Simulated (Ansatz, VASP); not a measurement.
# Two plane-wave programs on Lu2Si2O

```
Lu Si O
1.0
     3.87817    0.00000    0.00000
     0.00000    3.87817    0.00000
     0.00000    0.00000    6.86350
Lu Si O
2 2 1
Direct
  0.50000 0.50000 0.21605
  0.50000 0.50000 0.78395
  0.00000 0.00000 0.38542
  0.00000 0.00000 0.61458
  0.00000 0.00000 0.00000
```

Alike in both runs: task relaxation of cell and atoms; functional PBE; k mesh 4 × 4 × 4; occupations gaussian, width 0.1 eV; no spin polarisation.

|  | VASP | Ansatz |
| --- | --- | --- |
| version | VASP 6.6.1 | Ansatz 0.2.0 |
| potentials or method | VASP PAW PBE potentials, release 64 (Lu, Si, O), cutoff 600 eV | scalar-relativistic, plane waves, PAW |
| valence electrons in the cell | 64 | 64 |

Ansatz gave:

* gap on the k mesh at the Fermi level, each at its own relaxed structure (eV): none
* relaxed volume (Å³/atom): 16.81
* relaxed length of the cell vector where the two differ most in proportion (Å): 9.082

**Question.** Estimate VASP's values.

**Answer.** gap on the k mesh at the Fermi level, each at its own relaxed structure (eV): none; relaxed volume (Å³/atom): 20.36; relaxed length of the cell vector where the two differ most in proportion (Å): 10.042.

A gap of «none» marks a metal or a gap that the smearing closes. One of these differences is far larger than is usual between the two programs; its cause wasn't traced.

The k mesh is coarse, so the values compare programs but aren't converged. Spin-orbit coupling is off throughout.
